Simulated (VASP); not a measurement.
Input of a VASP 6.6.1 run:

Contents of INCAR:

```
ALGO     = Normal         # electronic algorithm
EDIFF    = 1E-6           # SCF threshold, eV
ENCUT    = 520            # plane-wave cutoff, eV
GGA      = PS             # functional
ISIF     = 2              # what is computed and relaxed
ISMEAR   = 0              # smearing method
LASPH    = True           # aspherical terms in the spheres
LCHARG   = False          # write CHGCAR
LREAL    = False          # projectors in reciprocal space
LWAVE    = False          # write WAVECAR
NBANDS   = 26             # bands
NELM     = 80             # most SCF steps
PREC     = Accurate       # precision mode
SIGMA    = 0.05           # smearing width, eV
```

The input KPOINTS:

```
k-points
0
Gamma
  8 8 6
```

POSCAR

```
GaN
1.0
    0.0000000000     -2.2490913701     -2.1890406305
    0.0000000000      2.2490913701     -2.1890406305
    4.3780812609      0.0000000000      0.0000000000
Ga N
2 2
Direct
    0.5000000000      0.5000000000      0.5000000000
    0.0000000000      0.0000000000      0.0000000000
    0.0000000000      0.5000000000      0.2500000000
    0.5000000000      0.0000000000      0.7500000000
```

Potentials or basis: VASP PAW PBE potentials, release 64 (Ga_d, N).

Run with:

```bash
$ cat potpaw_PBE.64/Ga_d/POTCAR potpaw_PBE.64/N/POTCAR > POTCAR
$ mpirun -np 1 vasp_std > vasp.out
```

(1) What does it give for the pressure?

(2) Predict the band gap on the k mesh.

## Answers

(1) 11.1 GPa.

(2) 2.02 eV.

Caveat: the PAW data sets were made with another functional, which shifts forces and pressure a little.
